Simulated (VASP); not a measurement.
# Cd (Im-3m) in VASP: notebook

The runs below take Cd through single point, with PBE.

Everything below comes from runs of VASP 6.6.1. Logs are shortened: lines on timing, memory, paths and dates and some standing lists are left out, and cuts for length are marked.

### 1 The cell of the first run

It takes space group Im-3m (No. 229, cubic). Conventional cell: a = 3.503 Å, b = 3.503 Å, c = 3.503 Å, α = 90.00°, β = 90.00°, γ = 90.00°. Cd (site symmetry m-3m) has 14 Cd at 3.03 to 3.50 Å within 4.0 Å.

### 2 Single point, PBE (volume scaled by 0.92)

The input, INCAR:

```
ALGO     = Normal         # electronic algorithm
EDIFF    = 1E-7           # SCF threshold, eV
ENCUT    = 520            # plane-wave cutoff, eV
GGA      = PE             # functional
ISIF     = 2              # what is computed and relaxed
ISMEAR   = -1             # smearing method
LASPH    = T              # aspherical terms in the spheres
LCHARG   = T              # write CHGCAR
LELF     = T              # ELF
LREAL    = F              # projectors in reciprocal space
LVHAR    = T            
LWAVE    = F              # write WAVECAR
NBANDS   = 12             # bands
NELM     = 60             # most SCF steps
PREC     = Accurate       # precision mode
SIGMA    = 0.1            # smearing width, eV
```

The input, KPOINTS:

```
k-points
0
Gamma
  14 14 14
```

The input, POSCAR:

```
Cd
1.0
   -1.7514247090      1.7514247090      1.7514247090
    1.7514247090     -1.7514247090      1.7514247090
    1.7514247090      1.7514247090     -1.7514247090
Cd
1
Direct
    0.0000000000      0.0000000000      0.0000000000
```

Potentials or basis: VASP PAW PBE potentials, release 64 (Cd).

Started as:

```bash
$ cat potpaw_PBE.64/Cd/POTCAR > POTCAR
$ mpirun -np 1 vasp_std > vasp.out
```

OUTCAR:

```text
EDIFF = 1E-7
   ENCUT = 520
   GGA = PE
   ISIF = 2
   ISMEAR = -1
   LASPH = T
   LREAL = F
   NELM = 60
   PREC = Accurate

 ion  position               nearest neighbor table
   1  0.000  0.000  0.000-

  LATTYP: Found a body centered cubic cell.
 ALAT       =     3.5028494180

  Lattice vectors:

 A1 = (  -1.7514247090,   1.7514247090,   1.7514247090)
 A2 = (   1.7514247090,  -1.7514247090,   1.7514247090)
 A3 = (   1.7514247090,   1.7514247090,  -1.7514247090)

Analysis of symmetry for initial positions (statically):
=====================================================================
 Subroutine PRICEL returns:
 Original cell was already a primitive cell.

 Routine SETGRP: Setting up the symmetry group for a
 body centered cubic supercell.

 Subroutine GETGRP returns: Found 48 space group operations
 (whereof 48 operations were pure point group operations)
 out of a pool of 48 trial point group operations.

The static configuration has the point symmetry O_h .

Analysis of symmetry for dynamics (positions and initial velocities):
=====================================================================
 Subroutine PRICEL returns:
 Original cell was already a primitive cell.

 Routine SETGRP: Setting up the symmetry group for a
 body centered cubic supercell.

 Subroutine GETGRP returns: Found 48 space group operations
 (whereof 48 operations were pure point group operations)
 out of a pool of 48 trial point group operations.

The dynamic configuration has the point symmetry O_h .

 Subroutine INISYM returns: Found 48 space group operations
 (whereof 48 operations are pure point group operations),
 and found     1 'primitive' translations

----------------------------------------------------------------------------------------

                                     Primitive cell

  volume of cell :      21.4899

  direct lattice vectors                    reciprocal lattice vectors
    -1.751424709  1.751424709  1.751424709     0.000000000  0.285481869  0.285481869
     1.751424709 -1.751424709  1.751424709     0.285481869  0.000000000  0.285481869
     1.751424709  1.751424709 -1.751424709     0.285481869  0.285481869  0.000000000

  length of vectors
     3.033556582  3.033556582  3.033556582     0.403732331  0.403732331  0.403732331

  position of ions in fractional coordinates (direct lattice)
     0.000000000  0.000000000  0.000000000

  ion indices of the primitive-cell ions
   primitive index   ion index
                 1           1

----------------------------------------------------------------------------------------

 KPOINTS: k-points

Automatic generation of k-mesh.
 Grid dimensions read from file:
 generate k-points for:   14   14   14

 Generating k-lattice:

  Cartesian coordinates                     Fractional coordinates (reciprocal lattice)
     0.000000000  0.020391562  0.020391562     0.071428571  0.000000000  0.000000000
     0.020391562  0.000000000  0.020391562     0.000000000  0.071428571  0.000000000
     0.020391562  0.020391562  0.000000000     0.000000000  0.000000000  0.071428571

  Length of vectors
     0.028838024  0.028838024  0.028838024

  Shift w.r.t. Gamma in fractional coordinates (k-lattice)
     0.000000000  0.000000000  0.000000000

 Subroutine IBZKPT returns following result:
 ===========================================

 Found    104 irreducible k-points:

 Following reciprocal coordinates:
            Coordinates               Weight
  0.000000  0.000000  0.000000      1.000000
  0.071429  0.000000  0.000000     12.000000
  0.142857  0.000000  0.000000     12.000000
  0.214286  0.000000  0.000000     12.000000
  0.285714  0.000000  0.000000     12.000000
  0.357143  0.000000  0.000000     12.000000
[... 16 lines left out ...]
  0.285714  0.285714  0.000000     24.000000
  0.357143  0.285714  0.000000     24.000000
 [... further k-points ...]
   k-points           NKPTS =    104   k-points in BZ     NKDIM =    104   number of bands    NBANDS=     12
   number of dos      NEDOS =    301   number of ions     NIONS =      1
   total plane-waves  NPLWV =  13824
   dimension x,y,z NGX =    24 NGY =   24 NGZ =   24
   dimension x,y,z NGXF=    48 NGYF=   48 NGZF=   48
   ions per type =               1
   NGX,Y,Z   is equivalent  to a cutoff of  13.15, 13.15, 13.15 a.u.
   NGXF,Y,Z  is equivalent  to a cutoff of  26.31, 26.31, 26.31 a.u.
 SYSTEM =  unknown system
   PREC   = accura    normal or accurate (medium, high low for compatibility)
   ISTART =      0    job   : 0-new  1-cont  2-samecut
   ICHARG =      2    charge: 1-file 2-atom 10-const
   ISPIN  =      1    spin polarized calculation?
   LNONCOLLINEAR =      F non collinear calculations
   LSORBIT =      F    spin-orbit coupling
   LASPH  =      T    aspherical Exc in radial PAW
   ENCUT  =  520.0 eV  38.22 Ry    6.18 a.u.   5.64  5.64  5.64*2*pi/ulx,y,z
   NELM   =     60;   NELMIN=  2; NELMDL= -5     # of ELM steps
   EDIFF  = 0.1E-06   stopping-criterion for ELM
   LREAL  =      F    real-space projection
   EDIFFG = 0.1E-05   stopping-criterion for IOM
   NSW    =      0    number of steps for IOM
   IBRION =     -1    ionic relax: 0-MD 1-quasi-New 2-CG
   NFREE  =      0    steps in history (QN), initial steepest desc. (CG)
   ISIF   =      2    stress and relaxation
   ISYM   =      2    0-nonsym 1-usesym 2-fastsym
   POTIM  = 0.5000    time-step for ionic-motion
   TEBEG  =    0.0;   TEEND  =   0.0 temperature during run
   PSTRESS=    0.0 pullay stress
   NELECT =      12.0000    total number of electrons
   NUPDOWN=      -1.0000    fix difference up-down
   EMIN   =  10.00;   EMAX   =-10.00  energy-range for DOS
   EFERMI =   0.00;   METHOD = LEGACY
   ISMEAR =    -1;   SIGMA  =   0.10  broadening in eV -4-tet -1-fermi 0-gaus
   EFERMI_NEDOS =   21; number of points for ismear=-14 and -15
   IALGO  =     38    algorithm
   IMIX   =      4    mixing-type and parameters
     AMIX     =   0.40;   BMIX     =  1.00
     AMIX_MAG =   1.60;   BMIX_MAG =  1.00
  volume/ion in A,a.u.               =      21.49       145.02
  Fermi-wavevector in a.u.,A,eV,Ry     =   1.348105  2.547549 24.727059  1.817388
  Thomas-Fermi vector in A             =   2.475801
   LORBIT       =      0    0 simple, 1 ext, 2 COOP (PROOUT), +10 PAW based schemes
   GGA     = PE    functional components
[... 5 lines left out ...]
 non-spin polarized calculation
  energy-cutoff  :      520.00
  volume of cell :       21.49
 maximum number of plane-waves:       603
   NGX = 11   NGY = 11   NGZ = 11

 number of electron      11.9999993 magnetization

 Free energy of the ion-electron system (eV)
  ---------------------------------------------------
  ext. energy  EPLUGINS =         0.00000000
  ---------------------------------------------------
  free energy    TOTEN  =        -0.67011527 eV

  energy without entropy =       -0.65646182  energy(sigma->0) =       -0.66328855

 E-fermi :   3.0437     XC(G=0): -11.0714

 val. band max:        2.9574389896   @ k =  -0.4286   0.4286   0.3571
 cond. band min:       3.0436943216   @ k =  -0.4286   0.5000   0.0714
 fundamental gap:      0.0862553320
 Fermi energy:         3.0436641189

 k-point     1 :       0.0000    0.0000    0.0000
  band No.  band energies     occupation
      1      -6.3105      2.00000
      2      -6.3105      2.00000
      3      -6.3105      2.00000
      4      -5.9461      2.00000
      5      -5.6390      2.00000
      6      -5.6390      2.00000
      7      18.6281      0.00000
      8      18.6281      0.00000
      9      18.6281      0.00000
     10      19.6738      0.00000
     11      19.6738      0.00000
     12      19.6738      0.00000

 k-point     2 :       0.0714    0.0000    0.0000
  band No.  band energies     occupation
      1      -6.3279      2.00000
      2      -6.3076      2.00000
      3      -6.2603      2.00000
      4      -5.8057      2.00000
      5      -5.6532      2.00000
      6      -5.6382      2.00000
      7      17.2264      0.00000
      8      18.2051      0.00000
      9      18.4514      0.00000
     10      18.8004      0.00000
     11      18.9616      0.00000
     12      19.3229      0.00000

 k-point     3 :       0.1429    0.0000    0.0000
  band No.  band energies     occupation
      1      -6.3764      2.00000
      2      -6.3292      2.00000
      3      -6.1168      2.00000
      4      -5.7130      2.00000
      5      -5.6357      2.00000
      6      -5.3321      2.00000
      7      14.3956      0.00000
      8      16.9104      0.00000
      9      17.2678      0.00000
     10      18.0635      0.00000
     11      18.4561      0.00000
     12      19.6997      0.00000
[... 286 lines left out ...]
 k-point    23 :       0.2857    0.2857    0.0000
  band No.  band energies     occupation
      1      -6.6179      2.00000
      2      -6.2709      2.00000
      3      -5.9433      2.00000
      4      -5.6621      2.00000
      5      -5.5005      2.00000
      6       1.3817      2.00000
      7       5.0114      0.00000
      8       5.6325      0.00000
      9      12.5713      0.00000
     10      19.5454      0.00000
     11      20.7362      0.00000
     12      23.9776      0.00000

 k-point    24 :       0.3571    0.2857    0.0000
  band No.  band energies     occupation
      1      -6.6196      2.00000
      2      -6.2152      2.00000
      3      -6.0032      2.00000
      4      -5.6211      2.00000
      5      -5.5284      2.00000
      6       3.1999      0.34655
      7       3.2458      0.23398
      8       5.2011      0.00000
      9      12.4688      0.00000
     10      19.8073      0.00000
     11      20.9426      0.00000
     12      23.2208      0.00000

 [... further k-points ...]

------------------------ aborting loop because EDIFF is reached ----------------------------------------

  FORCE on cell =-STRESS in cart. coord.  units (eV):
  Direction    XX          YY          ZZ          XY          YZ          ZX
  --------------------------------------------------------------------------------------
  -------------------------------------------------------------------------------------
  Total        0.5798329      0.5798329      0.5798329      0.0000000      0.0000000     -0.0000000
  in kB       43.2293806     43.2293806     43.2293806      0.0000000      0.0000000     -0.0000000
  external PRESSURE =      43.2293806 kB  Pullay stress =       0.0000000 kB

 VOLUME and BASIS-vectors are now :
 -----------------------------------------------------------------------------
  energy-cutoff  :      520.00
  volume of cell :       21.49
      direct lattice vectors                 reciprocal lattice vectors
    -1.751424709  1.751424709  1.751424709     0.000000000  0.285481869  0.285481869
     1.751424709 -1.751424709  1.751424709     0.285481869  0.000000000  0.285481869
     1.751424709  1.751424709 -1.751424709     0.285481869  0.285481869  0.000000000

 POSITION                                       TOTAL-FORCE (eV/Angst)
 -----------------------------------------------------------------------------------
      0.00000      0.00000      0.00000         0.000000      0.000000      0.000000
 -----------------------------------------------------------------------------------
    total drift:                                0.000000      0.000000      0.000000

  FREE ENERGIE OF THE ION-ELECTRON SYSTEM (eV)
  ---------------------------------------------------
  free  energy   TOTEN  =        -0.6701152750 eV

  energy  without entropy=       -0.6564618164  energy(sigma->0) =       -0.66328855
```

Wall time 41 s (1 thread of AMD EPYC 7R13, shared host); peak memory 0.12 GiB.

What came out:

| Quantity | Value |
| --- | --- |
| Free energy | -0.6701 eV |
| Pressure | 4.3 GPa |
| Band gap on the k mesh | zero (band 6 reaches 6.48 eV, above the bottom of band 7 at 2.15 eV) |

### 3 Single point, PBE (volume scaled by 0.96)

The input, INCAR:

```
SYSTEM = Cd
ALGO = Normal
EDIFF = 1E-6
ENCUT = 520
GGA = PE
ISIF = 2
ISMEAR = -1
LASPH = .True.
LCHARG = .False.
LREAL = .False.
LWAVE = .False.
NBANDS = 12
NELM = 100
PREC = Accurate
SIGMA = 0.1
```

The input, KPOINTS:

```
k-points
0
Gamma
  14 14 14
  0 0 0
```

The input, POSCAR:

```
Cd
1.0
   -1.7764484428      1.7764484428      1.7764484428
    1.7764484428     -1.7764484428      1.7764484428
    1.7764484428      1.7764484428     -1.7764484428
Cd
1
Direct
    0.0000000000      0.0000000000      0.0000000000
```

Potentials or basis: VASP PAW PBE potentials, release 64 (Cd).

Started as:

```bash
$ cat potpaw_PBE.64/Cd/POTCAR > POTCAR
$ mpirun -np 1 vasp_std > vasp.out
```

Run time: 39 s. Hardware: 1 thread of AMD EPYC 7R13, shared host; peak memory 0.12 GiB.

It converged, with:

```
Free energy            : -0.6884 eV
Pressure               : 2.0 GPa
Band gap on the k mesh : zero (band 6 reaches 6.13 eV, above the bottom of band 7 at 1.76 eV)
```

Levels at points of the mesh, in eV from the Fermi level:
```csv
k point,band 4,band 5,band 6,band 7,band 8,band 9
"(0.00, 0.00, 0.00)",-8.64,-8.58,-8.58,15.42,15.42,15.42
"(0.50, 0.00, 0.00)",-8.56,-8.17,-2.03,-0.94,9.26,9.96
"(0.50, 0.50, 0.50)",-8.27,-8.27,3.43,3.43,3.43,5.61
```

[end of part 1 of 2]
